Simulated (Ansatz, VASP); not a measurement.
**Ni: VASP beside Ansatz**

File INCAR:

```
ALGO = Normal
EDIFF = 1E-6
ENCUT = 520
GGA = RE
ISIF = 2
ISMEAR = -1
ISPIN = 2
LASPH = T
LCHARG = T
LELF = T
LMAXMIX = 4
LORBIT = 11
LREAL = F
LVHAR = T
LWAVE = F
MAGMOM = 0.696 0.696 0.705 0.705
NBANDS = 32
NELM = 150
PREC = Accurate
SIGMA = 0.05
```

The input KPOINTS:

```
k-points
0
Gamma
  16 16 5
```

Contents of POSCAR:

```
Ni
1.0
    2.6019724549      0.0000000000      0.0000000000
   -1.3009862275      2.2533742459      0.0000000000
    0.0000000000      0.0000000000      8.5166918019
Ni
4
Direct
    1.0000000000      0.0000000000      1.0000000000
    0.0000000000      0.0000000000      0.5000000000
    0.3333333333      0.6666666667      0.2500000000
    0.6666666667      0.3333333333      0.7500000000
```

Input for Ansatz:

```yaml
crystal:
  lattice:
    - [2.6019724549, 0.0, 0.0]
    - [-1.3009862275, 2.2533742459, 0.0]
    - [0.0, 0.0, 8.5166918019]
  atoms:
    - { symbol: Ni, position: [1.0, 0.0, 1.0], spin: 0.696 }
    - { symbol: Ni, position: [0.0, 0.0, 0.5], spin: 0.696 }
    - { symbol: Ni, position: [0.3333333333, 0.6666666667, 0.25], spin: 0.705 }
    - { symbol: Ni, position: [0.6666666667, 0.3333333333, 0.75], spin: 0.705 }
hamiltonian:
  xc: revpbe
  pseudopotentials:
    kind: paw
    azcp:
      Ni: "pseudopotentials/Ni.paw.azcp"
basis:
  ecutwfc: 420
  fft_grid_basis: typed
kpoints:
  mp_grid: { grid: [16, 16, 5], shift: [0, 0, 0] }
magnetization:
  spin_polarized: true
scf:
  occupations: { method: fermi_dirac, width: 0.05 }
  lower_state_search: "off"
output:
  stress: true
```

Alike in both runs: task single point; functional revPBE; k mesh 16 × 16 × 5; occupations fermi-dirac, width 0.05 eV; collinear spin.

|  | VASP | Ansatz |
| --- | --- | --- |
| version | VASP 6.6.1 | Ansatz 0.2.0 |
| potentials or method | VASP PAW PBE potentials, release 64 (Ni), cutoff 520 eV | plane waves (420 eV) with PAW, scalar-relativistic |
| valence electrons in the cell | 40 | 72 |

```csv
,VASP,Ansatz,Ansatz less VASP
pressure (GPa),-15.4,-15.7,-0.35
net moment per atom (μB),0.68,0.70,+0.023
size of the moment on the site where the two differ most (μB),0.70,0.75,+0.045
```

VASP's potentials were made for PBE, not for revPBE. Site moments also hang on the region over which each program counts them. The functional is the same, so the differences come from potentials, cutoffs and numerics. VASP's potentials hold 40 valence electrons a cell and Ansatz's 72, so a difference there can come from the potentials and not from the codes.
